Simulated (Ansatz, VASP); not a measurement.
**Rh: VASP beside Ansatz**

The input INCAR:

```
SYSTEM = Rh
PREC = Accurate
ENCUT = 520
EDIFF = 1E-6
ISMEAR = 0
SIGMA = 0.15
LREAL = .FALSE.
LASPH = .TRUE.
NELM = 100
ALGO = Fast
ISIF = 2
LWAVE = .FALSE.
LCHARG = .FALSE.
GGA = PE
NBANDS = 22
```

Contents of KPOINTS:

```
regular mesh
0
G
  18 18 10
  0 0 0
```

The input POSCAR:

```
Rh
1.0
    2.8066000000      0.0000000000      0.0000000000
   -1.4033000000      2.4305868982      0.0000000000
    0.0000000000      0.0000000000      4.6658000000
Rh
2
Direct
    0.6666666667      0.3333333333      0.7500000000
    0.3333333333      0.6666666667      0.2500000000
```

Input for Ansatz:

```yaml
crystal:
  lattice:
    - [2.8066, 0.0, 0.0]
    - [-1.4033, 2.4305868982, 0.0]
    - [0.0, 0.0, 4.6658]
  atoms:
    - { symbol: Rh, position: [0.6666666667, 0.3333333333, 0.75] }
    - { symbol: Rh, position: [0.3333333333, 0.6666666667, 0.25] }
basis:
  ecutwfc: 420
kpoints:
  mp_grid: { grid: [18, 18, 10] }
hamiltonian:
  xc: pbe
  pseudopotentials: { kind: paw, azcp: { folder: soft_1 } }
scf:
  occupations: { method: gaussian, width: 0.15 }
output:
  forces: true
  stress: true
  eigenvalues: true
  write_density: true
  write_potential: true
  elf: true
  volumetric_format: npy
```

Alike in both runs: task single point; functional PBE; k mesh 18 × 18 × 10; occupations gaussian, width 0.15 eV; no spin polarisation.

```csv
,VASP,Ansatz
version,VASP 6.6.1,Ansatz 0.2.0
potentials or method,"VASP PAW PBE potentials, release 64 (Rh_pv), cutoff 520 eV","scalar-relativistic, plane waves, PAW"
valence electrons in the cell,30,34
```

```csv
,VASP,Ansatz,Ansatz less VASP
gap on the k mesh at the Fermi level (eV),none,none,-
pressure (GPa),-22.1,-22.2,-0.10
"traceless stress, the component that is largest in VASP (GPa)",-3.29,-3.29,+0.009
```

A gap of «none» marks a metal or a gap that the smearing closes. With one functional, cell and mesh, what is left measures potentials, basis and numerics. VASP's potentials hold 30 valence electrons a cell and Ansatz's 34, so a difference there can come from the potentials and not from the codes.
